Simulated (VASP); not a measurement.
## ZnS: single point with r2SCAN

Crystal: ZnS.

```xyz
4
Lattice="3.7278 0.0000 0.0000 -1.8639 3.2283 0.0000 0.0000 0.0000 6.1165" Properties=species:S:1:pos:R:3 pbc="T T T"
Zn    0.0000    2.1522    0.0021
Zn    1.8639    1.0761    3.0603
S     0.0000    2.1522    2.2916
S     1.8639    1.0761    5.3499
```

| Quantity | Value |
| --- | --- |
| Program | VASP 6.6.1 |
| Task | single point |
| Functional | r2SCAN |
| Potentials or basis | VASP PAW PBE potentials, release 64 (Zn, S) |
| Cutoff | 520 eV |
| k mesh | 6 × 6 × 4 |
| Occupations | gaussian, width 0.01 eV |
| Spin | no spin polarisation |

```
Pressure               : 5.7 GPa
Largest force          : 0.030 eV/Å
Band gap on the k mesh : 3.09 eV
```

Forces on the atoms (eV/Å):
```
Zn   0.000  0.000  0.030
Zn   0.000  0.000  0.030
S    0.000  0.000 -0.030
S    0.000  0.000 -0.030
```

Levels at points of the mesh, in eV from the valence-band top:
```
           k point  band 14  band 15  band 16  band 17  band 18  band 19  band 20  band 21  band 22  band 23
(0.00, 0.00, 0.00)    -1.02    -1.02    -0.09     0.00     0.00     3.09     3.73     6.74     6.74     7.02
(0.50, 0.00, 0.00)    -4.45    -3.67    -2.55    -1.92    -1.01     3.97     4.93     5.39     7.32     8.27
(0.00, 0.00, 0.50)    -3.05    -0.53    -0.53    -0.53    -0.53     4.29     4.29     7.21     7.21     7.21
(0.50, 0.00, 0.50)    -5.27    -1.84    -1.84    -1.84    -1.84     3.96     3.96     5.60     5.60     9.47
```

Run time: 4.7 min on 1 thread of Intel Xeon 8259CL, on a shared host, peak memory 0.21 GiB.

Caveat: the cell stands under pressure; the PAW data sets were made with another functional, which shifts forces and pressure a little.
